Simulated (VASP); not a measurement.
# Sb (I4/mmm) in VASP: single point with PBE

Aim: the single point of Sb with PBE.

Program: VASP 6.6.1. These are calculated values, not measurements. Logs are shortened: lines on timing, memory, paths and dates and some standing lists are left out, and cuts for length are marked.

## (1) The cell of the first run

The structure is tetragonal, space group I4/mmm (No. 139). The conventional cell has a = 8.541 Å, b = 8.541 Å, c = 2.705 Å, α = 90.00°, β = 90.00°, γ = 90.00°. Within 3.6 Å of Sb (site symmetry 4/mmm) lie 2 Sb at 2.70 Å.

## (2) Single point, PBE (Bi replaced by Sb, lengths x 0.964, strained)

Input file INCAR:

```
SYSTEM = Sb
PREC = Accurate
ENCUT = 520
EDIFF = 1E-7
ISMEAR = 0
SIGMA = 0.1
LREAL = .FALSE.
LASPH = .TRUE.
NELM = 100
ALGO = Normal
ISIF = 2
LWAVE = .FALSE.
LCHARG = .FALSE.
GGA = PE
NBANDS = 8
```

Input file KPOINTS:

```
Automatic mesh
0
G
  16 16 16
  0 0 0
```

Input file POSCAR:

```
Sb
1.0
   -4.2706984323      4.2706984323      1.3523028119
    4.2706984323     -4.2706984323      1.3523028119
    4.2706984323      4.2706984323     -1.3523028119
Sb
1
Direct
    0.0000000000      0.0000000000      0.0000000000
```

Potentials or basis: VASP PAW PBE potentials, release 64 (Sb).

Started as:

```bash
$ cat potpaw_PBE.64/Sb/POTCAR > POTCAR
$ mpirun -np 1 vasp_std > vasp.out
```

OUTCAR:

```text
SYSTEM = Sb
   PREC = Accurate
   ENCUT = 520
   EDIFF = 1E-7
   ISMEAR = 0
   LREAL = .FALSE.
   LASPH = .TRUE.
   NELM = 100
   ISIF = 2
   GGA = PE

 ion  position               nearest neighbor table
   1  0.000  0.000  0.000-

  LATTYP: Found a body centered tetragonal cell.
 ALAT       =     8.5413968646
 C/A-ratio  =     0.3166467577

  Lattice vectors:

 A1 = (  -4.2706984323,   4.2706984323,   1.3523028119)
 A2 = (   4.2706984323,  -4.2706984323,   1.3523028119)
 A3 = (   4.2706984323,   4.2706984323,  -1.3523028119)

Analysis of symmetry for initial positions (statically):
=====================================================================
 Subroutine PRICEL returns:
 Original cell was already a primitive cell.

 Routine SETGRP: Setting up the symmetry group for a
 body centered tetragonal supercell.

 Subroutine GETGRP returns: Found 16 space group operations
 (whereof 16 operations were pure point group operations)
 out of a pool of 16 trial point group operations.

The static configuration has the point symmetry D_4h.

Analysis of symmetry for dynamics (positions and initial velocities):
=====================================================================
 Subroutine PRICEL returns:
 Original cell was already a primitive cell.

 Routine SETGRP: Setting up the symmetry group for a
 body centered tetragonal supercell.

 Subroutine GETGRP returns: Found 16 space group operations
 (whereof 16 operations were pure point group operations)
 out of a pool of 16 trial point group operations.

The dynamic configuration has the point symmetry D_4h.

 Subroutine INISYM returns: Found 16 space group operations
 (whereof 16 operations are pure point group operations),
 and found     1 'primitive' translations

----------------------------------------------------------------------------------------

                                     Primitive cell

  volume of cell :      98.6579

  direct lattice vectors                    reciprocal lattice vectors
    -4.270698432  4.270698432  1.352302812     0.000000000  0.117076869  0.369739673
     4.270698432 -4.270698432  1.352302812     0.117076869  0.000000000  0.369739673
     4.270698432  4.270698432 -1.352302812     0.117076869  0.117076869  0.000000000

  length of vectors
[... 75 lines left out ...]
   LNONCOLLINEAR =      F non collinear calculations
   LSORBIT =      F    spin-orbit coupling
   LASPH  =      T    aspherical Exc in radial PAW
   ENCUT  =  520.0 eV  38.22 Ry    6.18 a.u.  11.51 11.51 11.51*2*pi/ulx,y,z
   NELM   =    100;   NELMIN=  2; NELMDL= -5     # of ELM steps
   EDIFF  = 0.1E-06   stopping-criterion for ELM
   LREAL  =      F    real-space projection
   EDIFFG = 0.1E-05   stopping-criterion for IOM
   NSW    =      0    number of steps for IOM
   IBRION =     -1    ionic relax: 0-MD 1-quasi-New 2-CG
   NFREE  =      0    steps in history (QN), initial steepest desc. (CG)
   ISIF   =      2    stress and relaxation
   ISYM   =      2    0-nonsym 1-usesym 2-fastsym
   POTIM  = 0.5000    time-step for ionic-motion
   TEBEG  =    0.0;   TEEND  =   0.0 temperature during run
   PSTRESS=    0.0 pullay stress
   NELECT =       5.0000    total number of electrons
   NUPDOWN=      -1.0000    fix difference up-down
   EMIN   =  10.00;   EMAX   =-10.00  energy-range for DOS
   EFERMI =   0.00;   METHOD = LEGACY
   ISMEAR =     0;   SIGMA  =   0.10  broadening in eV -4-tet -1-fermi 0-gaus
   EFERMI_NEDOS =   21; number of points for ismear=-14 and -15
   IALGO  =     38    algorithm
   IMIX   =      4    mixing-type and parameters
     AMIX     =   0.40;   BMIX     =  1.00
     AMIX_MAG =   1.60;   BMIX_MAG =  1.00
  volume/ion in A,a.u.               =      98.66       665.78
  Fermi-wavevector in a.u.,A,eV,Ry     =   0.605835  1.144862  4.993826  0.367036
  Thomas-Fermi vector in A             =   1.659705
   LORBIT       =      0    0 simple, 1 ext, 2 COOP (PROOUT), +10 PAW based schemes
   GGA     = PE    functional components
   LHFCALC =     F    Hartree Fock is set to
   AEXX    =    0.0000 exact exchange contribution
   IVDW    =     0    specifies the selected vdW correction
   LEPSILON=     F    determine dielectric tensor
   LRPA    =     F    only Hartree local field effects (RPA)
 non-spin polarized calculation
 Gauss-broadening in eV      SIGMA  =   0.10
  energy-cutoff  :      520.00
  volume of cell :       98.66
 maximum number of plane-waves:      2687
 NGX is ok and might be reduce to    48
   NGX = 23   NGY = 23   NGZ = 23

 number of electron       5.0000000 magnetization

 Free energy of the ion-electron system (eV)
  ---------------------------------------------------
  ext. energy  EPLUGINS =         0.00000000
  ---------------------------------------------------
  free energy    TOTEN  =        -2.99826111 eV

  energy without entropy =       -2.98860777  energy(sigma->0) =       -2.99343444

 E-fermi :  -1.1992     XC(G=0):  -4.6641

 val. band max:       -1.2007216034   @ k =  -0.2500  -0.4375   0.0625
 cond. band min:      -1.1969708889   @ k =  -0.3125  -0.3750   0.2500
 fundamental gap:      0.0037507145
 Fermi energy:        -1.1992286629

 k-point     1 :       0.0000    0.0000    0.0000
  band No.  band energies     occupation
      1     -11.8897      2.00000
      2      -3.0058      2.00000
      3      -3.0058      2.00000
      4       1.7500      0.00000
      5       3.3761      0.00000
      6       5.5720      0.00000
      7       6.7182      0.00000
      8       6.7182      0.00000
[... 243 lines left out ...]
 k-point    24 :      -0.0625    0.0625    0.0000
  band No.  band energies     occupation
      1     -11.8894      2.00000
      2      -3.0172      2.00000
      3      -3.0048      2.00000
      4       1.7830      0.00000
      5       3.3971      0.00000
      6       5.4714      0.00000
      7       6.5428      0.00000
      8       6.8590      0.00000

 [... further k-points ...]
[... 5 lines left out ...]
  --------------------------------------------------------------------------------------
  -------------------------------------------------------------------------------------
  Total       -0.0477886     -0.0477886     -0.1268894      0.0000000      0.0000000     -0.0000000
  in kB       -0.7760734     -0.7760734     -2.0606500      0.0000000      0.0000000     -0.0000000
  external PRESSURE =      -1.2042656 kB  Pullay stress =       0.0000000 kB

 VOLUME and BASIS-vectors are now :
 -----------------------------------------------------------------------------
  energy-cutoff  :      520.00
  volume of cell :       98.66
      direct lattice vectors                 reciprocal lattice vectors
    -4.270698432  4.270698432  1.352302812     0.000000000  0.117076869  0.369739673
     4.270698432 -4.270698432  1.352302812     0.117076869  0.000000000  0.369739673
     4.270698432  4.270698432 -1.352302812     0.117076869  0.117076869  0.000000000

 POSITION                                       TOTAL-FORCE (eV/Angst)
 -----------------------------------------------------------------------------------
      0.00000      0.00000      0.00000         0.000000      0.000000     -0.000000
 -----------------------------------------------------------------------------------
    total drift:                                0.000000      0.000000      0.000000

  FREE ENERGIE OF THE ION-ELECTRON SYSTEM (eV)
  ---------------------------------------------------
  free  energy   TOTEN  =        -2.9982611118 eV

  energy  without entropy=       -2.9886077742  energy(sigma->0) =       -2.99343444
```

stdout:

```text
POSCAR found type information on POSCAR Sb
 POSCAR found :  1 types and       1 ions
 scaLAPACK will be used
 LDA part: xc-table for (Slater+PW92), standard interpolation
 POSCAR, INCAR and KPOINTS ok, starting setup
 FFT: planning ... GRIDC
 FFT: planning ... GRID_SOFT
 FFT: planning ... GRID
 WAVECAR not read
 entering main loop
```

Wall time 4.3 min (1 thread of Intel Xeon 6975P-C (Granite Rapids), shared host); peak memory 0.52 GiB.

What came out:

```
Free energy : -2.9983 eV
Pressure    : -0.1 GPa
```

Stress tensor (GPa, compression positive):
```
-0.08  0.00  0.00
 0.00 -0.08  0.00
 0.00  0.00 -0.21
```

Caveat: the cell differs from its parent crystal (Bi replaced by Sb, lengths x 0.964, strained); spin-orbit coupling is left out, which moves the levels of the heavy elements.
